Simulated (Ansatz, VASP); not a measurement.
# GaSb3 in VASP and in Ansatz

File INCAR:

```
SYSTEM = GaSb3
  PREC = Accurate
  ENCUT = 520
  EDIFF = 1E-6
  ISMEAR = 0
  SIGMA = 0.15
  LREAL = .FALSE.
  LASPH = .TRUE.
  NELM = 80
  ALGO = Normal
  ISIF = 2
  LWAVE = .FALSE.
  LCHARG = .FALSE.
  GGA = PS
  IVDW = 12
  NBANDS = 22
```

The input KPOINTS:

```
Automatic mesh
0
G
  10 10 10
  0 0 0
```

POSCAR

```
GaSb3
1.0
    0.0000000000      3.5857729617      3.5857729617
    3.5857729617      0.0000000000      3.5857729617
    3.5857729617      3.5857729617      0.0000000000
Ga Sb
1 3
Direct
    0.0000000000      0.0000000000      0.0000000000
    0.2671511138      0.2328488862      0.2328488862
    0.7328488862      0.7671511138      0.7671511138
    0.5000000000      0.5000000000      0.5000000000
```

Input for Ansatz:

```yaml
crystal:
  lattice:
    - [0.0, 3.5857729617, 3.5857729617]
    - [3.5857729617, 0.0, 3.5857729617]
    - [3.5857729617, 3.5857729617, 0.0]
  atoms:
    - { symbol: Ga, position: [0.0, 0.0, 0.0] }
    - { symbol: Sb, position: [0.2671511138, 0.2328488862, 0.2328488862] }
    - { symbol: Sb, position: [0.7328488862, 0.7671511138, 0.7671511138] }
    - { symbol: Sb, position: [0.5, 0.5, 0.5] }
basis:
  ecutwfc: 420
kpoints:
  mp_grid: { grid: [10, 10, 10] }
hamiltonian:
  xc: pbesol
  pseudopotentials: { kind: paw, azcp: { folder: soft_1 } }
  dispersion: d3bj
scf:
  occupations: { method: gaussian, width: 0.15 }
output:
  forces: true
  stress: true
  eigenvalues: true
```

Change from the starting cell: mode 4 frozen in at -0.123 Å and mode 7 at -0.000 Å (largest displacements).

Alike in both runs: task single point; functional PBEsol; dispersion D3(BJ); k mesh 10 × 10 × 10; occupations gaussian, width 0.15 eV; no spin polarisation.

|  | VASP | Ansatz |
| --- | --- | --- |
| version | VASP 6.6.1 | Ansatz 0.2.0 |
| potentials or method | VASP PAW PBE potentials, release 64 (Ga_d, Sb), cutoff 520 eV | scalar-relativistic, plane waves, PAW |
| valence electrons in the cell | 28 | 58 |

Ansatz gave:

```
gap on the k mesh at the Fermi level (eV)                     : none
pressure (GPa)                                                : 0.6
traceless stress, the component that is largest in VASP (GPa) : -1.03
rms of the force components (eV/Å)                            : 0.221
```

Q: Which values does VASP return?

A: gap on the k mesh at the Fermi level (eV): none; pressure (GPa): 0.7; traceless stress, the component that is largest in VASP (GPa): -1.06; rms of the force components (eV/Å): 0.226.

VASP's potentials were made for PBE, not for PBEsol, and Ansatz warns of the same on its side. Atom by atom the forces differ by 0.004 eV/Å (rms over components). A gap of «none» marks a metal or a gap that the smearing closes. VASP's potentials hold 28 valence electrons a cell and Ansatz's 58, so a difference there can come from the potentials and not from the codes.

Spin-orbit coupling is off throughout.
